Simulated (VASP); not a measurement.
Crystal: ZnO.

```
CELL_PARAMETERS angstrom
3.23047 0.00000 0.00000
-1.61524 2.79767 0.00000
0.00000 0.00000 5.00551
ATOMIC_POSITIONS crystal
Zn 0.66667 0.33333 0.49787
Zn 0.33333 0.66667 0.99787
O 0.66667 0.33333 0.88244
O 0.33333 0.66667 0.38244
```

This cell differs from its parent crystal: strain along c alone, the other axes held: -4.0 %.

* Program: VASP 6.6.1
* Task: relaxation of the atoms
* Functional: PBEsol
* Potentials or basis: VASP PAW PBE potentials, release 64 (Zn, O)
* Cutoff: 520 eV
* k mesh: 12 × 12 × 6
* Occupations: gaussian, width 0.02 eV
* Spin: no spin polarisation

At the start: pressure 7.7 GPa; volume 11.31 Å³/atom.

Problem. Where does the relaxation end?

Solution. Over 3 steps the energy falls by 2.1 meV/atom at a fixed cell; space group P6_3mc (No. 186, to 0.1 Å) before and after.

The path:
```tsv
step	energy change (eV)	largest force (eV/Å)	pressure (GPa)
1	0.0000	0.2642	7.68
2	-0.0080	0.0553	7.43
3	-0.0084	0.0006	7.38
```

Final structure:
```
Zn O
1.0
     3.23047    0.00000    0.00000
    -1.61524    2.79767    0.00000
     0.00000    0.00000    5.00551
Zn O
2 2
Direct
  0.66667 0.33333 0.49456
  0.33333 0.66667 0.99456
  0.66667 0.33333 0.88575
  0.33333 0.66667 0.38575
```

Caveat: the cell differs from its parent crystal (strain along c alone, the other axes held: -4.0 %); the PAW data sets were made with another functional, which shifts forces and pressure a little.
